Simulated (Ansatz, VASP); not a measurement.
## Two plane-wave programs on AlN

```
Al N
1.0
    -0.00562    2.02072    2.02072
     2.02072   -0.00562    2.02072
     2.02072    2.02072   -0.00562
Al N
1 1
Direct
  0.00000 0.00000 0.00000
  0.50000 0.50000 0.50000
```

Change from the starting cell: epitaxial_111 strain +0.4%.

Alike in both runs: task single point; functional PBE; k mesh 10 × 10 × 10; occupations fermi-dirac, width 0.02 eV; no spin polarisation.

|  | VASP | Ansatz |
| --- | --- | --- |
| version | VASP 6.6.1 | Ansatz 0.2.0 |
| potentials or method | VASP PAW PBE potentials, release 64 (Al, N) | plane waves, PAW |
| plane-wave cutoff (eV) | 520 | 420 |
| valence electrons in the cell | 8 | 8 |

Ansatz gave:

- gap on the k mesh at the Fermi level (eV): 4.56
- pressure (GPa): 4.5
- traceless stress, the component that is largest in VASP (GPa): 0.87

Q: Which values does VASP return?

A: gap on the k mesh at the Fermi level (eV): 4.54; pressure (GPa): 4.2; traceless stress, the component that is largest in VASP (GPa): 0.87.
